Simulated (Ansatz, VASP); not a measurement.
**MnHg3: VASP beside Ansatz**

The input INCAR:

```
PREC = Accurate
ENCUT = 600
EDIFF = 1E-7
ISMEAR = 0
SIGMA = 0.1
LREAL = False
LASPH = True
NELM = 80
ALGO = Fast
ISIF = 3
LWAVE = False
LCHARG = False
GGA = PE
IBRION = 2
NSW = 80
EDIFFG = -0.01
```

Contents of KPOINTS:

```
Automatic mesh
0
Gamma
  10 10 10
```

Contents of POSCAR:

```
MnHg3
1.0
    4.4178500000      0.0000000000      0.0000000000
    0.0000000000      4.4178500000      0.0000000000
    0.0000000000      0.0000000000      4.4178500000
Mn Hg
1 3
Direct
    0.0000000000      0.0000000000      0.0000000000
    0.5000000000      0.0000000000      0.5000000000
    0.0000000000      0.5000000000      0.5000000000
    0.5000000000      0.5000000000      0.0000000000
```

Input for Ansatz:

```yaml
crystal:
  lattice:
    - [4.41785, 0.0, 0.0]
    - [0.0, 4.41785, 0.0]
    - [0.0, 0.0, 4.41785]
  atoms:
    - { symbol: Mn, position: [0.0, 0.0, 0.0] }
    - { symbol: Hg, position: [0.5, 0.0, 0.5] }
    - { symbol: Hg, position: [0.0, 0.5, 0.5] }
    - { symbol: Hg, position: [0.5, 0.5, 0.0] }
basis:
  ecutwfc: 420
kpoints:
  mp_grid: { grid: [10, 10, 10] }
hamiltonian:
  xc: pbe
scf:
  occupations: { method: gaussian, width: 0.1 }
  lower_state_search: "off"
output:
  forces: true
  stress: true
  eigenvalues: true
relax:
  adjacent_minimum: "off"
  f_tol: 0.01
  max_steps: 60
  cell: { stress_tol: 0.05 }
```

Alike in both runs: task relaxation of cell and atoms; functional PBE; k mesh 10 × 10 × 10; occupations gaussian, width 0.1 eV; no spin polarisation.

|  | VASP | Ansatz |
| --- | --- | --- |
| version | VASP 6.6.1 | Ansatz 0.2.0 |
| potentials or method | VASP PAW PBE potentials, release 64 (Mn_pv, Hg), cutoff 600 eV | scalar-relativistic, plane waves, PAW |
| valence electrons in the cell | 49 | 75 |

|  | VASP | Ansatz | Ansatz less VASP |
| --- | --- | --- | --- |
| gap on the k mesh at the Fermi level, each at its own relaxed structure (eV) | none | none | - |
| relaxed volume (Å³/atom) | 19.12 | 18.98 | -0.145 |
| relaxed length of the cell vector where the two differ most in proportion (Å) | 4.245 | 4.234 | -0.0107 |

A gap of «none» marks a metal or a gap that the smearing closes. VASP's potentials hold 49 valence electrons a cell and Ansatz's 75, so a difference there can come from the potentials and not from the codes.

Spin-orbit coupling is off throughout.
